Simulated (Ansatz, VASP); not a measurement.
Two plane-wave programs on H3WCl4

File INCAR:

```
SYSTEM = H3WCl4
PREC = Accurate
ENCUT = 600
EDIFF = 1E-6
ISMEAR = 0
SIGMA = 0.2
LREAL = .False.
LASPH = .True.
NELM = 80
ALGO = Normal
ISIF = 3
LWAVE = .False.
LCHARG = .False.
GGA = PE
IBRION = 2
NSW = 36
EDIFFG = -0.08
```

Contents of KPOINTS:

```
Automatic mesh
0
Gamma
  3 3 3
  0 0 0
```

POSCAR

```
H3WCl4
1.0
    3.4500000000      1.9918584300      3.5900000000
   -3.4500000000      1.9918584300      3.5900000000
    0.0000000000     -3.9837168600      3.5900000000
H W Cl
3 1 4
Direct
    0.8130000000      0.8130000000      0.2150000000
    0.8130000000      0.2150000000      0.8130000000
    0.2150000000      0.8130000000      0.8130000000
    0.0000000000      0.0000000000      0.0000000000
    0.7860000000      0.7860000000      0.7860000000
    0.2530000000      0.7070000000      0.2530000000
    0.7070000000      0.2530000000      0.2530000000
    0.2530000000      0.2530000000      0.7070000000
```

Input for Ansatz:

```yaml
crystal:
  lattice:
    - [3.45, 1.99185843, 3.59]
    - [-3.45, 1.99185843, 3.59]
    - [0.0, -3.98371686, 3.59]
  atoms:
    - { symbol: H, position: [0.813, 0.813, 0.215] }
    - { symbol: H, position: [0.813, 0.215, 0.813] }
    - { symbol: H, position: [0.215, 0.813, 0.813] }
    - { symbol: W, position: [0.0, 0.0, 0.0] }
    - { symbol: Cl, position: [0.786, 0.786, 0.786] }
    - { symbol: Cl, position: [0.253, 0.707, 0.253] }
    - { symbol: Cl, position: [0.707, 0.253, 0.253] }
    - { symbol: Cl, position: [0.253, 0.253, 0.707] }
basis:
  ecutwfc: 420
kpoints:
  mp_grid: { grid: [3, 3, 3] }
hamiltonian:
  xc: pbe
scf:
  occupations: { method: gaussian, width: 0.2 }
  lower_state_search: "off"
output:
  forces: true
  stress: true
  eigenvalues: true
relax:
  adjacent_minimum: "off"
  f_tol: 0.08
  max_steps: 16
  cell: { stress_tol: 0.8 }
```

Alike in both runs: task relaxation of cell and atoms; functional PBE; k mesh 3 × 3 × 3; occupations gaussian, width 0.2 eV; no spin polarisation.

|  | VASP | Ansatz |
| --- | --- | --- |
| version | VASP 6.6.1 | Ansatz 0.2.0 |
| potentials or method | VASP PAW PBE potentials, release 64 (H, W_sv, Cl), cutoff 600 eV | scalar-relativistic, plane waves, PAW |
| valence electrons in the cell | 45 | 45 |

|  | VASP | Ansatz | Ansatz less VASP |
| --- | --- | --- | --- |
| relaxed volume (Å³/atom) | 24.62 | 23.24 | -1.379 |
| relaxed length of the cell vector where the two differ most in proportion (Å) | 5.911 | 5.730 | -0.1810 |

The k mesh is coarse, so the values compare programs but aren't converged. Neither program's run includes spin-orbit coupling. Noted on VASP's run: the volume moved by over 15 % at a fixed basis, so the end points are rough.
